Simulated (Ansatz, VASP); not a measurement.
One calculation of Cd2Cu, two programs

File INCAR:

```
PREC = Accurate
ENCUT = 520
EDIFF = 1E-6
ISMEAR = -1
SIGMA = 0.0369
LREAL = F
LASPH = T
NELM = 100
ALGO = Normal
ISIF = 2
LWAVE = F
LCHARG = F
GGA = PE
NBANDS = 24
```

Contents of KPOINTS:

```
regular mesh
0
Gamma
  5 5 5
```

File POSCAR:

```
Cd2Cu
1.0
    0.0000000000      3.4641770000      0.0000000000
    3.4641770000      0.0000000000      0.0000000000
    1.7320890000      1.7320890000     -6.0148720000
Cu Cd
1 2
Direct
    0.0000000000      0.0000000000      0.0000000000
    0.3400000000      0.3400000000      0.3200000000
    0.6600000000      0.6600000000      0.6800000000
```

Input for Ansatz:

```yaml
crystal:
  lattice:
    - [0.0, 3.464177, 0.0]
    - [3.464177, 0.0, 0.0]
    - [1.732089, 1.732089, -6.014872]
  atoms:
    - { symbol: Cu, position: [0.0, 0.0, 0.0] }
    - { symbol: Cd, position: [0.34, 0.34, 0.32] }
    - { symbol: Cd, position: [0.66, 0.66, 0.68] }
  symmetry: { tolerance: 0.0003 }
kpoints:
  mp_grid: { grid: [5, 5, 5], shift: [0, 0, 0] }
magnetization:
  spin_polarized: false
scf:
  occupations: { method: fermi_dirac, width: 0.0369 }
hamiltonian:
  pseudopotentials: { kind: paw }
  xc: pbe
basis:
  ecutwfc: 420
output:
  forces: true
  stress: true
  eigenvalues: true
```

Alike in both runs: task single point; functional PBE; k mesh 5 × 5 × 5; occupations fermi-dirac, width 0.0369 eV; no spin polarisation.

|  | VASP | Ansatz |
| --- | --- | --- |
| version | VASP 6.6.1 | Ansatz 0.2.0 |
| potentials or method | VASP PAW PBE potentials, release 64 (Cu, Cd), cutoff 520 eV | PAW plane waves |
| valence electrons in the cell | 35 | 59 |

```tsv
	VASP	Ansatz	Ansatz less VASP
gap on the k mesh at the Fermi level (eV)	none	none	-
pressure (GPa)	-8.7	-8.9	-0.23
traceless stress, the component that is largest in VASP (GPa)	0.75	0.73	-0.017
rms of the force components (eV/Å)	0.209	0.212	+0.0031
```

Atom by atom the forces differ by 0.003 eV/Å (rms over components). A gap of «none» marks a metal or a gap that the smearing closes. VASP's potentials hold 35 valence electrons a cell and Ansatz's 59, so a difference there can come from the potentials and not from the codes.

The k mesh is coarse, so the values compare programs but aren't converged.
